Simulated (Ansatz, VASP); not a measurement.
## MgSe: VASP beside Ansatz

INCAR

```
SYSTEM = MgSe
ALGO = Normal
EDIFF = 1E-6
ENCUT = 600
GGA = PS
GGA_COMPAT = .FALSE.
ISIF = 2
ISMEAR = 0
LASPH = .TRUE.
LCHARG = .FALSE.
LREAL = .FALSE.
LWAVE = .FALSE.
NBANDS = 11
NELM = 120
PREC = Accurate
SIGMA = 0.01
```

KPOINTS

```
k-points
0
G
  5 5 5
  0 0 0
```

File POSCAR:

```
MgSe
1.0
    0.0000000000      2.8304285349      2.8304285349
    2.8304285349      0.0000000000      2.8304285349
    2.8304285349      2.8304285349      0.0000000000
Mg Se
1 1
Direct
    0.0000000000      0.0000000000      0.0000000000
    0.5000000000      0.5000000000      0.5000000000
```

Input for Ansatz:

```yaml
crystal:
  lattice:
    - [0.0, 2.8304285349190366, 2.8304285349190366]
    - [2.8304285349190366, 0.0, 2.8304285349190366]
    - [2.8304285349190366, 2.8304285349190366, 0.0]
  atoms:
    - { symbol: Mg, position: [0.0, 0.0, 0.0] }
    - { symbol: Se, position: [0.5, 0.5, 0.5] }
accuracy: low
basis:
  ecutwfc: 500.0
kpoints:
  mp_grid:
    grid: [5, 5, 5]
hamiltonian:
  xc: pbesol
scf:
  occupations:
    method: fixed
output:
  stress: true
```

Alike in both runs: task single point; functional PBEsol; k mesh 5 × 5 × 5; no spin polarisation.

|  | VASP | Ansatz |
| --- | --- | --- |
| version | VASP 6.6.1 | Ansatz 0.2.0 |
| potentials or method | VASP PAW PBE potentials, release 64 (Mg, Se), cutoff 600 eV | plane waves, PAW |
| occupations | gaussian, width 0.01 eV | fixed |
| valence electrons in the cell | 8 | 26 |

|  | VASP | Ansatz | Ansatz less VASP |
| --- | --- | --- | --- |
| pressure (GPa) | -5.8 | -5.8 | +0.08 |

VASP's potentials were made for PBE, not for PBEsol. VASP's potentials hold 8 valence electrons a cell and Ansatz's 26, so a difference there can come from the potentials and not from the codes.
